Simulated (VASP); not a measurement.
Set up this calculation in VASP 6.6.1, as the native input.

- Task: single point
- Functional: PBE
- Potentials or basis: VASP PAW PBE potentials, release 64 (Ba_sv, Ti_sv, O)
- Cutoff: 520 eV
- k mesh: 6 × 6 × 6
- Occupations: gaussian, width 0.05 eV
- Spin: no spin polarisation
- Hubbard terms: Ti d U = 4.0 eV
- Dipole correction: no
- Further INCAR settings: ALGO = Normal; EDIFF = 1e-07; NBANDS = 28

The structure of BaTiO3 lies in POSCAR:

```
BaTiO3
1.0
    3.9080139276      0.0000000000      0.0000000000
    0.0000000000      2.8014494461      3.0302143625
    0.0000000000     -2.8014494461      3.0302143625
Ba Ti O
1 1 3
Direct
    0.0000000000      0.0080771898      0.0080771898
    0.5000000000      0.5197092923      0.5197092923
    0.0000000000      0.4916268263      0.4916268263
    0.5000000000      0.4938075436      0.9829991481
    0.5000000000      0.9829991481      0.4938075436
```

This cell differs from its parent crystal: strain -0.025 along x and y, +0.050 along z.

These files were run (other wordings do the same):

INCAR

```
SYSTEM = BaTiO3
ALGO = Normal
EDIFF = 1E-7
ENCUT = 520
GGA = PE
ISIF = 2
ISMEAR = 0
LASPH = .True.
LCHARG = .True.
LDAU = .True.
LDAUJ = 0 0 0
LDAUL = -1 2 -1
LDAUPRINT = 1
LDAUTYPE = 2
LDAUU = 0 4 0
LELF = .True.
LMAXMIX = 4
LREAL = .False.
LVHAR = .True.
LWAVE = .False.
NBANDS = 28
NELM = 150
PREC = Accurate
SIGMA = 0.05
```

KPOINTS

```
k-points
0
Gamma
  6 6 6
  0 0 0
```

Potentials or basis: VASP PAW PBE potentials, release 64 (Ba_sv, Ti_sv, O).

The run is started by

```console
$ cat potpaw_PBE.64/Ba_sv/POTCAR potpaw_PBE.64/Ti_sv/POTCAR potpaw_PBE.64/O/POTCAR > POTCAR
$ mpirun -np 1 vasp_std > vasp.out
```

Results of the run:

The pressure is 4.6 GPa and the largest force is 0.252 eV/Å. The band gap on the k mesh is 2.31 eV (least direct gap 2.64 eV).

Caveat: the cell differs from its parent crystal (strain -0.025 along x and y, +0.050 along z); the cell stands under pressure; spin-orbit coupling is left out, which moves the levels of the heavy elements.

Wall time 49 s on 1 thread of Intel(R) Xeon(R) 6975P-C (Granite Rapids), with other jobs on the host, peak memory 0.24 GiB.
